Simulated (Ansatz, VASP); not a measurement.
# W in VASP and in Ansatz

```
CELL_PARAMETERS angstrom
-1.59730 1.59730 1.59730
1.59730 -1.59730 1.59730
1.59730 1.59730 -1.59730
ATOMIC_POSITIONS crystal
W 0.00000 0.00000 0.00000
```

Alike in both runs: task single point; functional PBE; k mesh 14 × 14 × 14; occupations fermi-dirac, width 0.08 eV; no spin polarisation.

|  | VASP | Ansatz |
| --- | --- | --- |
| version | VASP 6.6.1 | Ansatz 0.2.0 |
| potentials or method | VASP PAW PBE potentials, release 64 (W_sv), cutoff 520 eV | all-electron LAPW, scalar-relativistic |

```csv
,VASP,Ansatz,Ansatz less VASP
pressure (GPa),-2.3,-2.7,-0.36
```

Ansatz ran all-electron here, and VASP with PAW potentials.

Spin-orbit coupling is off throughout.
